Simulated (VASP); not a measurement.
# Cu (R-3m) in VASP: a series of runs

The runs below take Cu through single point, with PBEsol.

Program: VASP 6.6.1. These are calculated values, not measurements. Logs are shortened: lines on timing, memory, paths and dates and some standing lists are left out, and cuts for length are marked.

## (1) The cell of the first run

The structure is trigonal, space group R-3m (No. 166). Conventional cell: a = 2.440 Å, b = 2.440 Å, c = 7.104 Å, α = 90.00°, β = 90.00°, γ = 120.00°. Within 3.2 Å of Cu (site symmetry -3m) lie 12 Cu at 2.44 to 2.76 Å.

## (2) Single point, PBEsol (strained)

Contents of INCAR:

```
  ALGO = Fast
  EDIFF = 1E-6
  ENCUT = 520
  GGA = PS
  ISIF = 2
  ISMEAR = 0
  LASPH = True
  LCHARG = False
  LREAL = False
  LWAVE = False
  NBANDS = 12
  NELM = 60
  PREC = Accurate
  SIGMA = 0.1
```

Contents of KPOINTS:

```
k-points
0
Gamma
  18 18 18
```

Contents of POSCAR:

```
Cu
1.0
    0.0000000000      1.7253852750      1.7253852750
    1.7253852750      0.0000000000      1.7253852750
    1.9422852750      1.9422852750     -0.2169000000
Cu
1
Direct
    0.0000000000      0.0000000000      0.0000000000
```

Potentials or basis: VASP PAW PBE potentials, release 64 (Cu).

Started as:

```
cat potpaw_PBE.64/Cu/POTCAR > POTCAR
mpirun -np 1 vasp_std > vasp.out
```

OUTCAR:

```text
EDIFF = 1E-6
   ENCUT = 520
   GGA = PS
   ISIF = 2
   ISMEAR = 0
   LASPH = True
   LREAL = False
   NELM = 60
   PREC = Accurate

 ion  position               nearest neighbor table
   1  0.000  0.000  0.000-

  LATTYP: Found a trigonal (rhomboedric) cell.
 ALAT       =     2.7553565629
 COS(alpha) =     0.6078821982

  Lattice vectors:

 A1 = (   1.9422852750,   0.2169000000,  -1.9422852750)
 A2 = (   0.2169000000,   1.9422852750,  -1.9422852750)
 A3 = (   1.9422852750,   1.9422852750,  -0.2169000000)

Analysis of symmetry for initial positions (statically):
=====================================================================
 Subroutine PRICEL returns:
 Original cell was already a primitive cell.

 Routine SETGRP: Setting up the symmetry group for a
 trigonal (rhombohedral) supercell.

 Subroutine GETGRP returns: Found 12 space group operations
 (whereof 12 operations were pure point group operations)
 out of a pool of 12 trial point group operations.

The static configuration has the point symmetry D_3d.

Analysis of symmetry for dynamics (positions and initial velocities):
=====================================================================
 Subroutine PRICEL returns:
 Original cell was already a primitive cell.

 Routine SETGRP: Setting up the symmetry group for a
 trigonal (rhombohedral) supercell.

 Subroutine GETGRP returns: Found 12 space group operations
 (whereof 12 operations were pure point group operations)
 out of a pool of 12 trial point group operations.

The dynamic configuration has the point symmetry D_3d.

 Subroutine INISYM returns: Found 12 space group operations
 (whereof 12 operations are pure point group operations),
 and found     1 'primitive' translations

----------------------------------------------------------------------------------------

                                     Primitive cell

  volume of cell :      12.2099

  direct lattice vectors                    reciprocal lattice vectors
     0.000000000  1.725385275  1.725385275    -0.274465229  0.305115468  0.274465229
     1.725385275  0.000000000  1.725385275     0.305115468 -0.274465229  0.274465229
     1.942285275  1.942285275 -0.216900000     0.243814990  0.243814990 -0.243814990

  length of vectors
     2.440063256  2.440063256  2.755356563     0.493718313  0.493718313  0.422299950

  position of ions in fractional coordinates (direct lattice)
     0.000000000  0.000000000  0.000000000

  ion indices of the primitive-cell ions
   primitive index   ion index
                 1           1

----------------------------------------------------------------------------------------

 KPOINTS: k-points

Automatic generation of k-mesh.
 Grid dimensions read from file:
 generate k-points for:   18   18   18

 Generating k-lattice:

  Cartesian coordinates                     Fractional coordinates (reciprocal lattice)
    -0.015248068  0.016950859  0.015248068     0.055555556  0.000000000 -0.000000000
     0.016950859 -0.015248068  0.015248068     0.000000000  0.055555556 -0.000000000
     0.013545277  0.013545277 -0.013545277     0.000000000  0.000000000  0.055555556

  Length of vectors
     0.027428795  0.027428795  0.023461108

  Shift w.r.t. Gamma in fractional coordinates (k-lattice)
     0.000000000  0.000000000  0.000000000

 Subroutine IBZKPT returns following result:
 ===========================================

 Found    580 irreducible k-points:

 Following reciprocal coordinates:
            Coordinates               Weight
  0.000000  0.000000  0.000000      1.000000
  0.055556  0.000000  0.000000      6.000000
  0.111111  0.000000  0.000000      6.000000
  0.166667  0.000000 -0.000000      6.000000
  0.222222  0.000000 -0.000000      6.000000
  0.277778  0.000000  0.000000      6.000000
[... 16 lines left out ...]
 -0.277778  0.055556 -0.000000     12.000000
 -0.222222  0.055556  0.000000     12.000000
 [... further k-points ...]
   k-points           NKPTS =    580   k-points in BZ     NKDIM =    580   number of bands    NBANDS=     12
   number of dos      NEDOS =    301   number of ions     NIONS =      1
   total plane-waves  NPLWV =   6480
   dimension x,y,z NGX =    18 NGY =   18 NGZ =   20
   dimension x,y,z NGXF=    36 NGYF=   36 NGZF=   40
   ions per type =               1
   NGX,Y,Z   is equivalent  to a cutoff of  12.26, 12.26, 12.07 a.u.
   NGXF,Y,Z  is equivalent  to a cutoff of  24.53, 24.53, 24.13 a.u.
 SYSTEM =  unknown system
   PREC   = accura    normal or accurate (medium, high low for compatibility)
   ISTART =      0    job   : 0-new  1-cont  2-samecut
   ICHARG =      2    charge: 1-file 2-atom 10-const
   ISPIN  =      1    spin polarized calculation?
   LNONCOLLINEAR =      F non collinear calculations
   LSORBIT =      F    spin-orbit coupling
   LASPH  =      T    aspherical Exc in radial PAW
   ENCUT  =  520.0 eV  38.22 Ry    6.18 a.u.   4.54  4.54  5.12*2*pi/ulx,y,z
   NELM   =     60;   NELMIN=  2; NELMDL= -5     # of ELM steps
   EDIFF  = 0.1E-05   stopping-criterion for ELM
   LREAL  =      F    real-space projection
   EDIFFG = 0.1E-04   stopping-criterion for IOM
   NSW    =      0    number of steps for IOM
   IBRION =     -1    ionic relax: 0-MD 1-quasi-New 2-CG
   NFREE  =      0    steps in history (QN), initial steepest desc. (CG)
   ISIF   =      2    stress and relaxation
   ISYM   =      2    0-nonsym 1-usesym 2-fastsym
   POTIM  = 0.5000    time-step for ionic-motion
   TEBEG  =    0.0;   TEEND  =   0.0 temperature during run
   PSTRESS=    0.0 pullay stress
   NELECT =      11.0000    total number of electrons
   NUPDOWN=      -1.0000    fix difference up-down
   EMIN   =  10.00;   EMAX   =-10.00  energy-range for DOS
   EFERMI =   0.00;   METHOD = LEGACY
   ISMEAR =     0;   SIGMA  =   0.10  broadening in eV -4-tet -1-fermi 0-gaus
   EFERMI_NEDOS =   21; number of points for ismear=-14 and -15
   IALGO  =     68    algorithm
   IMIX   =      4    mixing-type and parameters
     AMIX     =   0.40;   BMIX     =  1.00
     AMIX_MAG =   1.60;   BMIX_MAG =  1.00
  volume/ion in A,a.u.               =      12.21        82.40
  Fermi-wavevector in a.u.,A,eV,Ry     =   1.581133  2.987909 34.014324  2.499982
  Thomas-Fermi vector in A             =   2.681255
   LORBIT       =      0    0 simple, 1 ext, 2 COOP (PROOUT), +10 PAW based schemes
   GGA     = PS    functional components
   LHFCALC =     F    Hartree Fock is set to
   AEXX    =    0.0000 exact exchange contribution
   IVDW    =     0    specifies the selected vdW correction
   LEPSILON=     F    determine dielectric tensor
   LRPA    =     F    only Hartree local field effects (RPA)
 non-spin polarized calculation
 RMM-DIIS sequential band-by-band and
 Gauss-broadening in eV      SIGMA  =   0.10
  energy-cutoff  :      520.00
  volume of cell :       12.21
 maximum number of plane-waves:       342
   NGX =  9   NGY =  9   NGZ = 11

 number of electron      10.9999990 magnetization

 Free energy of the ion-electron system (eV)
  ---------------------------------------------------
  ext. energy  EPLUGINS =         0.00000000
  ---------------------------------------------------
  free energy    TOTEN  =        -4.16947909 eV

  energy without entropy =       -4.16787505  energy(sigma->0) =       -4.16867707

 E-fermi :   7.0401     XC(G=0): -12.6931

 val. band max:        7.0341219492   @ k =  -0.3889   0.1111   0.0000
 cond. band min:       7.0564131207   @ k =  -0.1111  -0.2778   0.2778
 fundamental gap:      0.0222911715
 Fermi energy:         7.0401428604

 k-point     1 :       0.0000    0.0000    0.0000
  band No.  band energies     occupation
      1      -2.1447      2.00000
      2       3.4869      2.00000
      3       4.0944      2.00000
      4       4.0944      2.00000
      5       5.0053      2.00000
      6       5.0053      2.00000
      7      24.1250      0.00000
      8      28.8566      0.00000
      9      32.0310      0.00000
     10      34.7968      0.00000
     11      34.7968      0.00000
     12      36.7564      0.00000

 k-point     2 :       0.0556    0.0000    0.0000
  band No.  band energies     occupation
      1      -2.0242      2.00000
      2       3.5155      2.00000
      3       4.0641      2.00000
      4       4.1345      2.00000
      5       4.9775      2.00000
      6       4.9908      2.00000
      7      24.1073      0.00000
      8      29.0224      0.00000
      9      31.0571      0.00000
     10      33.4920      0.00000
     11      34.1196      0.00000
     12      37.6942      0.00000

 k-point     3 :       0.1111    0.0000    0.0000
  band No.  band energies     occupation
      1      -1.6667      2.00000
      2       3.5943      2.00000
      3       3.9811      2.00000
      4       4.2503      2.00000
      5       4.9032      2.00000
      6       4.9501      2.00000
      7      24.0630      0.00000
      8      28.2434      0.00000
      9      29.6369      0.00000
     10      32.7862      0.00000
     11      33.0710      0.00000
     12      37.8241      0.00000
[... 286 lines left out ...]
 k-point    23 :      -0.2778    0.0556   -0.0000
  band No.  band energies     occupation
      1       0.9865      2.00000
      2       3.6442      2.00000
      3       3.9756      2.00000
      4       4.6041      2.00000
      5       4.7248      2.00000
      6       5.2306      2.00000
      7      18.3977      0.00000
      8      25.2509      0.00000
      9      27.5820      0.00000
     10      30.7638      0.00000
     11      31.3899      0.00000
     12      32.9888      0.00000

 k-point    24 :      -0.2222    0.0556    0.0000
  band No.  band energies     occupation
      1       0.1062      2.00000
      2       3.6597      2.00000
      3       3.9213      2.00000
      4       4.6273      2.00000
      5       4.6685      2.00000
      6       4.9850      2.00000
      7      21.1823      0.00000
      8      25.2552      0.00000
      9      28.0607      0.00000
     10      31.0483      0.00000
     11      32.2633      0.00000
     12      33.1948      0.00000

 [... further k-points ...]
[... 5 lines left out ...]
  --------------------------------------------------------------------------------------
  -------------------------------------------------------------------------------------
  Total       -0.3157637     -0.3157637     -0.3157637     -0.6342323      0.6342323      0.6342323
  in kB      -41.4343966    -41.4343966    -41.4343966    -83.2237243     83.2237243     83.2237243
  external PRESSURE =     -41.4343966 kB  Pullay stress =       0.0000000 kB

 VOLUME and BASIS-vectors are now :
 -----------------------------------------------------------------------------
  energy-cutoff  :      520.00
  volume of cell :       12.21
      direct lattice vectors                 reciprocal lattice vectors
     0.000000000  1.725385275  1.725385275    -0.274465229  0.305115468  0.274465229
     1.725385275  0.000000000  1.725385275     0.305115468 -0.274465229  0.274465229
     1.942285275  1.942285275 -0.216900000     0.243814990  0.243814990 -0.243814990

 POSITION                                       TOTAL-FORCE (eV/Angst)
 -----------------------------------------------------------------------------------
      0.00000      0.00000      0.00000         0.000000      0.000000     -0.000000
 -----------------------------------------------------------------------------------
    total drift:                               -0.000000     -0.000000      0.000000

  FREE ENERGIE OF THE ION-ELECTRON SYSTEM (eV)
  ---------------------------------------------------
  free  energy   TOTEN  =        -4.1694790864 eV

  energy  without entropy=       -4.1678750476  energy(sigma->0) =       -4.16867707
```

Run time: 2.5 min. Hardware: 1 thread of AMD EPYC 7R13, shared host; peak memory 0.16 GiB.

Results:

```yaml
Free_energy: -4.1695 eV
Pressure: -4.1 GPa
```

Stress tensor (GPa, compression positive):
```
-4.14 -8.32  8.32
-8.32 -4.14  8.32
 8.32  8.32 -4.14
```

Caveat: the cell differs from its parent crystal (strained); the PAW data sets were made with another functional, which shifts forces and pressure a little.

## (3) Single point, PBEsol (strained)

Contents of INCAR:

```
  ALGO = Normal
  EDIFF = 1E-6
  ENCUT = 700
  GGA = PS
  GGA_COMPAT = False
  ISIF = 2
  ISMEAR = 0
  LASPH = True
  LCHARG = False
  LREAL = False
  LWAVE = False
  NBANDS = 16
  NELM = 120
  PREC = Accurate
  SIGMA = 0.1
```

KPOINTS is that of step 2.

POSCAR is that of step 2.

Potentials or basis: VASP PAW PBE potentials, release 64 (Cu_sv_GW).

Started as:

```
cat potpaw_PBE.64/Cu_sv_GW/POTCAR > POTCAR
mpirun -np 1 vasp_std > vasp.out
```

Run time: 93 s. Hardware: 1 thread of AMD EPYC 9R45 (Zen 5), shared host; peak memory 0.3 GiB.

Results (log left out):

| Quantity | Value |
| --- | --- |
| Free energy | -4.2447 eV |
| Pressure | -10.0 GPa |

Stress tensor (GPa, compression positive):
```
-9.98 -8.29  8.29
-8.29 -9.98  8.29
 8.29  8.29 -9.98
```

Levels at points of the mesh, in eV from the Fermi level:
```tsv
k point	band 7	band 8	band 9	band 10	band 11	band 12	band 13	band 14
(0.00, 0.00, 0.00)	-2.92	-2.92	-2.00	-2.00	17.05	21.79	24.99	27.73
(0.50, 0.00, 0.00)	-2.53	-1.89	-1.37	-0.47	4.43	17.32	21.88	22.06
(0.50, 0.50, 0.00)	-1.75	-1.54	-1.34	1.49	7.00	10.50	15.52	16.04
(0.00, 0.00, 0.50)	-3.00	-2.25	-1.67	-1.67	1.45	23.29	25.34	25.34
```

Caveat: the cell differs from its parent crystal (strained); the PAW data sets were made with another functional, which shifts forces and pressure a little.
